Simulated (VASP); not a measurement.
Set up this calculation in VASP 6.6.1, as the native input.

| Quantity | Value |
| --- | --- |
| Task | single point |
| Functional | PBE |
| Potentials or basis | VASP PAW PBE potentials, release 64 (Sn_d, Se) |
| Cutoff | 520 eV |
| k mesh | 2 × 4 × 4 |
| Occupations | gaussian, width 0.1 eV |
| Spin | no spin polarisation |
| Dipole correction | no |
| Further INCAR settings | ALGO = Normal; EDIFF = 1e-06; NBANDS = 50 |

The structure of SnSe lies in POSCAR:

```
SnSe
1.0
   11.4200000000      0.0000000000      0.0000000000
    0.0000000000      4.1900000000      0.0000000000
    0.0000000000      0.0000000000      4.4600000000
Sn Se
4 4
Direct
    0.1230000000      0.2500000000      0.0910000000
    0.3770000000      0.7500000000      0.5910000000
    0.6230000000      0.2500000000      0.4090000000
    0.8770000000      0.7500000000      0.9090000000
    0.3570000000      0.2500000000      0.0160000000
    0.1430000000      0.7500000000      0.5160000000
    0.8570000000      0.2500000000      0.4840000000
    0.6430000000      0.7500000000      0.9840000000
```

These files were run (other wordings do the same):

INCAR

```
SYSTEM = SnSe
PREC = Accurate
ENCUT = 520
EDIFF = 1E-6
ISMEAR = 0
SIGMA = 0.1
LREAL = .False.
LASPH = .True.
NELM = 100
ALGO = Normal
ISIF = 2
LWAVE = .False.
LCHARG = .False.
GGA = PE
NBANDS = 50
```

KPOINTS

```
Automatic mesh
0
Gamma
  2 4 4
  0 0 0
```

Potentials or basis: VASP PAW PBE potentials, release 64 (Sn_d, Se).

Command:

```sh
$ cat potpaw_PBE.64/Sn_d/POTCAR potpaw_PBE.64/Se/POTCAR > POTCAR
$ mpirun -np 1 vasp_std > vasp.out
```

It gave:

```yaml
Pressure: 2.4 GPa
Largest_force: 0.289 eV/Å
Band_gap_on_the_k_mesh: 1.08 eV, indirect (least direct gap 1.31 eV)
```

Caveat: spin-orbit coupling is left out, which moves the levels of the heavy elements.

Run time: 2.7 min on 1 thread of AMD EPYC 9R45 (Zen 5), on a shared host, peak memory 0.35 GiB.
